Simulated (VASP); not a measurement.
# Si (Ia-3) in VASP: relaxation of cell and atoms with PBE

Aim: the relaxation of cell and atoms of Si with PBE.

Program: VASP 6.6.1. These are calculated values, not measurements. Logs are shortened: lines on timing, memory, paths and dates and some standing lists are left out, and cuts for length are marked.

## 1. The cell of the first run

Symmetry: Ia-3, No. 206, cubic system. Conventional cell: a = 6.659 Å, b = 6.659 Å, c = 6.659 Å, α = 90.00°, β = 90.00°, γ = 90.00°. Within 3.1 Å of Si (site symmetry 3) lie 4 Si at 2.34 to 2.40 Å.

## 2. Relaxation of cell and atoms, PBE

INCAR reads:

```
SYSTEM = Si
PREC = Accurate ; ENCUT = 500
EDIFF = 1E-7 ; ISMEAR = -1
SIGMA = 0.15 ; LREAL = .FALSE.
LASPH = .TRUE. ; NELM = 120
ALGO = Normal ; ISIF = 3
LWAVE = .FALSE. ; LCHARG = .FALSE.
GGA = PE ; IBRION = 2
NSW = 80 ; EDIFFG = -0.001
GGA_COMPAT = .FALSE. ; NELMIN = 4
```

KPOINTS reads:

```
regular mesh
0
G
  12 12 12
  0 0 0
```

POSCAR reads:

```
Si
1.0
   -3.3296197332      3.3296197332      3.3296197332
    3.3296197332     -3.3296197332      3.3296197332
    3.3296197332      3.3296197332     -3.3296197332
Si
8
Direct
    0.2028194438      0.2028194438      0.2028194438
    0.5000000000      0.0000000000      0.2971805562
    0.2971805562      0.5000000000      0.0000000000
    0.0000000000      0.2971805562      0.5000000000
    0.7971805562      0.7971805562      0.7971805562
    0.5000000000      0.0000000000      0.7028194438
    0.7028194438      0.5000000000      0.0000000000
    0.0000000000      0.7028194438      0.5000000000
```

Potentials or basis: VASP PAW PBE potentials, release 64 (Si).

Command:

```bash
cat potpaw_PBE.64/Si/POTCAR > POTCAR
mpirun -np 1 vasp_std > vasp.out
```

OUTCAR:

```text
SYSTEM = Si
   PREC = Accurate
   ENCUT = 500
   EDIFF = 1E-7
   ISMEAR = -1
   LREAL = .FALSE.
   LASPH = .TRUE.
   NELM = 120
   ISIF = 3
   GGA = PE
   IBRION = 2
   NSW = 80
   EDIFFG = -0.001
   NELMIN = 4

 ion  position               nearest neighbor table
   1  0.203  0.203  0.203-   5 2.34   3 2.40   4 2.40   2 2.40
   2  0.500  0.000  0.297-   6 2.34   4 2.40   1 2.40   3 2.40
   3  0.297  0.500  0.000-   7 2.34   1 2.40   2 2.40   4 2.40
   4  0.000  0.297  0.500-   8 2.34   3 2.40   1 2.40   2 2.40
   5  0.797  0.797  0.797-   1 2.34   7 2.40   6 2.40   8 2.40
   6  0.500  0.000  0.703-   2 2.34   5 2.40   7 2.40   8 2.40
   7  0.703  0.500  0.000-   3 2.34   5 2.40   8 2.40   6 2.40
   8  0.000  0.703  0.500-   4 2.34   5 2.40   6 2.40   7 2.40

  LATTYP: Found a body centered cubic cell.
 ALAT       =     6.6592394664

  Lattice vectors:

 A1 = (  -3.3296197332,   3.3296197332,   3.3296197332)
 A2 = (   3.3296197332,  -3.3296197332,   3.3296197332)
 A3 = (   3.3296197332,   3.3296197332,  -3.3296197332)

Analysis of symmetry for initial positions (statically):
=====================================================================
 Subroutine PRICEL returns:
 Original cell was already a primitive cell.

 Routine SETGRP: Setting up the symmetry group for a
 body centered cubic supercell.

 Subroutine GETGRP returns: Found 24 space group operations
 (whereof  6 operations were pure point group operations)
 out of a pool of 48 trial point group operations.

The static configuration has the point symmetry S_6 .
 The point group associated with its full space group is T_h .

Analysis of symmetry for dynamics (positions and initial velocities):
=====================================================================
 Subroutine PRICEL returns:
 Original cell was already a primitive cell.

 Routine SETGRP: Setting up the symmetry group for a
 body centered cubic supercell.

 Subroutine GETGRP returns: Found 24 space group operations
 (whereof  6 operations were pure point group operations)
 out of a pool of 48 trial point group operations.

The dynamic configuration has the point symmetry S_6 .
 The point group associated with its full space group is T_h .

 Subroutine INISYM returns: Found 24 space group operations
 (whereof  6 operations are pure point group operations),
 and found     1 'primitive' translations

----------------------------------------------------------------------------------------

                                     Primitive cell

  volume of cell :     147.6536

  direct lattice vectors                    reciprocal lattice vectors
    -3.329619733  3.329619733  3.329619733     0.000000000  0.150167298  0.150167298
     3.329619733 -3.329619733  3.329619733     0.150167298  0.000000000  0.150167298
     3.329619733  3.329619733 -3.329619733     0.150167298  0.150167298  0.000000000

  length of vectors
     5.767070548  5.767070548  5.767070548     0.212368630  0.212368630  0.212368630

  position of ions in fractional coordinates (direct lattice)
     0.202819444  0.202819444  0.202819444
     0.500000000  0.000000000  0.297180556
     0.297180556  0.500000000  0.000000000
     0.000000000  0.297180556  0.500000000
     0.797180556  0.797180556  0.797180556
     0.500000000  0.000000000  0.702819444
     0.702819444  0.500000000  0.000000000
     0.000000000  0.702819444  0.500000000

  ion indices of the primitive-cell ions
   primitive index   ion index
                 1           1
                 2           2
                 3           3
                 4           4
                 5           5
                 6           6
                 7           7
                 8           8

----------------------------------------------------------------------------------------

 KPOINTS: regular mesh

Automatic generation of k-mesh.
 Grid dimensions read from file:
 generate k-points for:   12   12   12

 Generating k-lattice:

  Cartesian coordinates                     Fractional coordinates (reciprocal lattice)
     0.000000000  0.012513942  0.012513942     0.083333333  0.000000000  0.000000000
     0.012513942  0.000000000  0.012513942     0.000000000  0.083333333  0.000000000
     0.012513942  0.012513942  0.000000000     0.000000000  0.000000000  0.083333333

  Length of vectors
     0.017697386  0.017697386  0.017697386

  Shift w.r.t. Gamma in fractional coordinates (k-lattice)
     0.000000000  0.000000000  0.000000000

 Subroutine IBZKPT returns following result:
 ===========================================

 Found     98 irreducible k-points:

 Following reciprocal coordinates:
            Coordinates               Weight
  0.000000  0.000000  0.000000      1.000000
  0.083333  0.000000  0.000000     12.000000
  0.166667  0.000000  0.000000     12.000000
  0.250000  0.000000  0.000000     12.000000
  0.333333  0.000000  0.000000     12.000000
  0.416667  0.000000  0.000000     12.000000
[... 16 lines left out ...]
  0.250000  0.250000  0.000000     24.000000
  0.333333  0.250000  0.000000     24.000000
 [... further k-points ...]
   k-points           NKPTS =     98   k-points in BZ     NKDIM =     98   number of bands    NBANDS=     21
   number of dos      NEDOS =    301   number of ions     NIONS =      8
   total plane-waves  NPLWV =  74088
   dimension x,y,z NGX =    42 NGY =   42 NGZ =   42
   dimension x,y,z NGXF=    84 NGYF=   84 NGZF=   84
   ions per type =               8
   NGX,Y,Z   is equivalent  to a cutoff of  12.11, 12.11, 12.11 a.u.
   NGXF,Y,Z  is equivalent  to a cutoff of  24.21, 24.21, 24.21 a.u.
 SYSTEM =  Si
   PREC   = accura    normal or accurate (medium, high low for compatibility)
   ISTART =      0    job   : 0-new  1-cont  2-samecut
   ICHARG =      2    charge: 1-file 2-atom 10-const
   ISPIN  =      1    spin polarized calculation?
   LNONCOLLINEAR =      F non collinear calculations
   LSORBIT =      F    spin-orbit coupling
   LASPH  =      T    aspherical Exc in radial PAW
   ENCUT  =  500.0 eV  36.75 Ry    6.06 a.u.  10.51 10.51 10.51*2*pi/ulx,y,z
   NELM   =    120;   NELMIN=  4; NELMDL= -5     # of ELM steps
   EDIFF  = 0.1E-06   stopping-criterion for ELM
   LREAL  =      F    real-space projection
   EDIFFG = -.1E-02   stopping-criterion for IOM
   NSW    =     80    number of steps for IOM
   IBRION =      2    ionic relax: 0-MD 1-quasi-New 2-CG
   NFREE  =      1    steps in history (QN), initial steepest desc. (CG)
   ISIF   =      3    stress and relaxation
   ISYM   =      2    0-nonsym 1-usesym 2-fastsym
   POTIM  = 0.5000    time-step for ionic-motion
   TEBEG  =    0.0;   TEEND  =   0.0 temperature during run
   PSTRESS=    0.0 pullay stress
   NELECT =      32.0000    total number of electrons
   NUPDOWN=      -1.0000    fix difference up-down
   EMIN   =  10.00;   EMAX   =-10.00  energy-range for DOS
   EFERMI =   0.00;   METHOD = LEGACY
   ISMEAR =    -1;   SIGMA  =   0.15  broadening in eV -4-tet -1-fermi 0-gaus
   EFERMI_NEDOS =   21; number of points for ismear=-14 and -15
   IALGO  =     38    algorithm
   IMIX   =      4    mixing-type and parameters
     AMIX     =   0.40;   BMIX     =  1.00
     AMIX_MAG =   1.60;   BMIX_MAG =  1.00
  volume/ion in A,a.u.               =      18.46       124.55
  Fermi-wavevector in a.u.,A,eV,Ry     =   0.983355  1.858271 13.156649  0.966986
  Thomas-Fermi vector in A             =   2.114506
   LORBIT       =      0    0 simple, 1 ext, 2 COOP (PROOUT), +10 PAW based schemes
   GGA     = PE    functional components
   LHFCALC =     F    Hartree Fock is set to
   AEXX    =    0.0000 exact exchange contribution
   IVDW    =     0    specifies the selected vdW correction
   LEPSILON=     F    determine dielectric tensor
   LRPA    =     F    only Hartree local field effects (RPA)
 conjugate gradient relaxation of ions
 non-spin polarized calculation
  energy-cutoff  :      500.00
  volume of cell :      147.65
 maximum number of plane-waves:      3784
   NGX = 21   NGY = 21   NGZ = 21

--------------------------------------- Ionic step        1  -------------------------------------------

 number of electron      32.0000004 magnetization

 Free energy of the ion-electron system (eV)
  ---------------------------------------------------
  ext. energy  EPLUGINS =         0.00000000
  ---------------------------------------------------
  free energy    TOTEN  =       -42.16614282 eV

  energy without entropy =      -42.08957007  energy(sigma->0) =      -42.12785645

------------------------ aborting loop because EDIFF is reached ----------------------------------------

  FORCE on cell =-STRESS in cart. coord.  units (eV):
  Direction    XX          YY          ZZ          XY          YZ          ZX
  --------------------------------------------------------------------------------------
  -------------------------------------------------------------------------------------
  Total       -0.0905485     -0.0905485     -0.0905485      0.0000000     -0.0000000     -0.0000000
  in kB       -0.9825352     -0.9825352     -0.9825352      0.0000000     -0.0000000     -0.0000000
  external PRESSURE =      -0.9825352 kB  Pullay stress =       0.0000000 kB
[... 195 lines left out ...]
  energy  without entropy=      -42.0882002378  energy(sigma->0) =      -42.12751786

--------------------------------------- Ionic step        6  -------------------------------------------

 number of electron      32.0000004 magnetization

 Free energy of the ion-electron system (eV)
  ---------------------------------------------------
  ext. energy  EPLUGINS =         0.00000000
  ---------------------------------------------------
  free energy    TOTEN  =       -42.16684166 eV

  energy without entropy =      -42.08827911  energy(sigma->0) =      -42.12756039

 E-fermi :   6.9552     XC(G=0):  -9.9386

 val. band max:        6.9204869168   @ k =  -0.4167   0.5000   0.3333
 cond. band min:       6.9611589922   @ k =  -0.4167   0.4167   0.4167
 fundamental gap:      0.0406720754
 Fermi energy:         6.9551657164

 k-point     1 :       0.0000    0.0000    0.0000
  band No.  band energies     occupation
      1      -5.6088      2.00000
      2      -1.2996      2.00000
      3      -0.9293      2.00000
      4      -0.9293      2.00000
      5      -0.9293      2.00000
      6       0.6025      2.00000
[... 550 lines left out ...]
      5       0.1636      2.00000
      6       0.3487      2.00000
[... 13 lines left out ...]
     20       9.1023      0.00000
     21       9.3906      0.00000

 [... further k-points ...]

------------------------ aborting loop because EDIFF is reached ----------------------------------------

  FORCE on cell =-STRESS in cart. coord.  units (eV):
  Direction    XX          YY          ZZ          XY          YZ          ZX
  --------------------------------------------------------------------------------------
  -------------------------------------------------------------------------------------
  Total        0.0055736      0.0055736      0.0055736      0.0000000      0.0000000      0.0000000
  in kB        0.0606297      0.0606297      0.0606297      0.0000000      0.0000000      0.0000000
  external PRESSURE =       0.0606297 kB  Pullay stress =       0.0000000 kB
[... 23 lines left out ...]
  FREE ENERGIE OF THE ION-ELECTRON SYSTEM (eV)
  ---------------------------------------------------
  free  energy   TOTEN  =       -42.1668416626 eV

  energy  without entropy=      -42.0882791087  energy(sigma->0) =      -42.12756039

 reached required accuracy - stopping structural energy minimisation
```

Run time: 24 min. Hardware: 1 thread of Intel Xeon 8259CL, shared host; peak memory 0.39 GiB.

What came out:

```yaml
Free_energy: -42.1668 eV
Relaxed_volume: 18.41 Å³/atom
Relaxed_cell: a = 5.762 Å, b = 5.762 Å, c = 5.762 Å, α = 109.47°, β = 109.47°, γ = 109.47°
Space_group_after_relaxing_to_0.05_Å: Ia-3 (No. 206)
Energy_gained_by_relaxing: 0.1 meV/atom
Ionic_steps: 6
Pressure_after_relaxing: 0.0 GPa
Band_gap_on_the_k_mesh: zero (band 16 reaches 7.20 eV, above the bottom of band 17 at 7.07 eV)
```

Step by step:
| step | energy change (eV) | largest force (eV/Å) | pressure (GPa) | volume (Å³) |
| --- | --- | --- | --- | --- |
| 1 | 0.0000 | 0.0421 | -0.10 | 147.65 |
| 2 | -0.0006 | 0.0184 | -0.02 | 147.41 |
| 3 | -0.0007 | 0.0036 | 0.03 | 147.26 |
| 4 | -0.0007 | 0.0029 | 0.03 | 147.25 |
| 5 | -0.0007 | 0.0028 | -0.03 | 147.33 |
| 6 | -0.0007 | 0.0005 | 0.01 | 147.28 |

Final structure:
```
Si
1.0
    -3.32685    3.32685    3.32685
     3.32685   -3.32685    3.32685
     3.32685    3.32685   -3.32685
Si
8
Direct
  0.20342 0.20342 0.20342
  0.50000 0.00000 0.29658
  0.29658 0.50000 0.00000
  0.00000 0.29658 0.50000
  0.79658 0.79658 0.79658
  0.50000 0.00000 0.70342
  0.70342 0.50000 0.00000
  0.00000 0.70342 0.50000
```
